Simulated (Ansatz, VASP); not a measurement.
Two plane-wave programs on BN

The input INCAR:

```
  PREC = Accurate
  ENCUT = 520
  EDIFF = 1E-6
  ISMEAR = 0
  SIGMA = 0.02
  LREAL = False
  LASPH = True
  NELM = 80
  ALGO = Normal
  ISIF = 2
  LWAVE = False
  LCHARG = False
  LDIPOL = True
  IDIPOL = 3
  DIPOL = 0.5 0.5 0.500
  GGA = PE
  IVDW = 12
  NBANDS = 11
```

KPOINTS

```
regular mesh
0
Gamma
  12 12 1
```

The input POSCAR:

```
BN
1.0
    2.3830000000      0.0000000000      0.0000000000
   -1.1915000000      2.0637385372      0.0000000000
    0.0000000000      0.0000000000     26.0000000000
B N
1 1
Direct
    0.0000000000      0.0000000000      0.5164807692
    0.6666666667      0.3333333333      0.4835192308
```

Input for Ansatz:

```yaml
crystal:
  lattice:
    - [2.383, 0.0, 0.0]
    - [-1.1915, 2.0637385372, 0.0]
    - [0.0, 0.0, 26.0]
  atoms:
    - { symbol: B, position: [0.0, 0.0, 0.5164807692] }
    - { symbol: "N", position: [0.6666666667, 0.3333333333, 0.4835192308] }
  periodic: [true, true, false]
basis:
  ecutwfc: 420
kpoints:
  mp_grid: { grid: [12, 12, 1] }
hamiltonian:
  xc: pbe
  dispersion: d3bj
scf:
  occupations: { method: gaussian, width: 0.02 }
output:
  forces: true
  stress: true
  eigenvalues: true
```

Alike in both runs: task single point; functional PBE; dispersion D3(BJ); k mesh 12 × 12 × 1; occupations gaussian, width 0.02 eV; no spin polarisation.

```csv
,VASP,Ansatz
version,VASP 6.6.1,Ansatz 0.2.0
potentials or method,"VASP PAW PBE potentials, release 64 (B, N), cutoff 520 eV","scalar-relativistic, plane waves, PAW"
valence electrons in the cell,8,8
```

```tsv
	VASP	Ansatz	Ansatz less VASP
gap on the k mesh at the Fermi level (eV)	none	none	-
rms of the force components (eV/Å)	4.334	4.349	+0.0145
```

Atom by atom the forces differ by 0.015 eV/Å (rms over components). A gap of «none» marks a metal or a gap that the smearing closes.
